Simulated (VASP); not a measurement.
Wanted: the native input for a VASP 6.6.1 run.

```yaml
Task: relaxation of cell and atoms
Functional: PBE
Potentials_or_basis: VASP PAW PBE potentials, release 64 (K_sv, Ca_sv)
Cutoff: 600 eV
k_mesh: 6 × 6 × 6
Occupations: gaussian, width 0.1 eV
Spin: no spin polarisation
Dipole_correction: no
Further_INCAR_settings: ALGO = Normal; EDIFF = 1e-06; IBRION = 2; EDIFFG = -0.04; NSW = 90; ISIF = 3
```

The structure of KCa lies in POSCAR:

```
KCa
1.0
    1.7864774100      1.0314232136      5.6902613801
   -1.7864774100      1.0314232136      5.6902613801
    0.0000000000     -2.0628464272      5.6902613801
K Ca
1 1
Direct
    0.0000000000      0.0000000000      0.0000000000
    0.5000000000      0.5000000000      0.5000000000
```

The input as run:

INCAR

```
SYSTEM = KCa
ALGO = Normal ; EDIFF = 1E-6
EDIFFG = -0.04 ; ENCUT = 600
GGA = PE ; IBRION = 2
ISIF = 3 ; ISMEAR = 0
LASPH = .TRUE. ; LCHARG = .FALSE.
LREAL = .FALSE. ; LWAVE = .FALSE.
NELM = 60 ; NSW = 90
PREC = Accurate ; SIGMA = 0.1
```

KPOINTS

```
k-points
0
G
  6 6 6
  0 0 0
```

Potentials or basis: VASP PAW PBE potentials, release 64 (K_sv, Ca_sv).

Launch:

```bash
$ cat potpaw_PBE.64/K_sv/POTCAR potpaw_PBE.64/Ca_sv/POTCAR > POTCAR
$ mpirun -np 1 vasp_std > vasp.out
```

Results of the run:

| Item | Value |
| --- | --- |
| Relaxed volume | 53.45 Å³/atom |
| Relaxed cell | a = 7.697 Å, b = 7.697 Å, c = 7.697 Å, α = 30.94°, β = 30.94°, γ = 30.94° |
| Space group after relaxing (to 0.05 Å) | R-3m (No. 166) |
| Energy gained by relaxing | 547.7 meV/atom |
| Ionic steps | 7 |
| Pressure after relaxing | 0.0 GPa |

Caveat: the volume moved by over 15 % at a fixed basis, so the end points are rough.

Run time: 2.5 min on 1 thread of Intel(R) Xeon(R) 6975P-C (Granite Rapids), with other jobs on the host, peak memory 0.35 GiB.
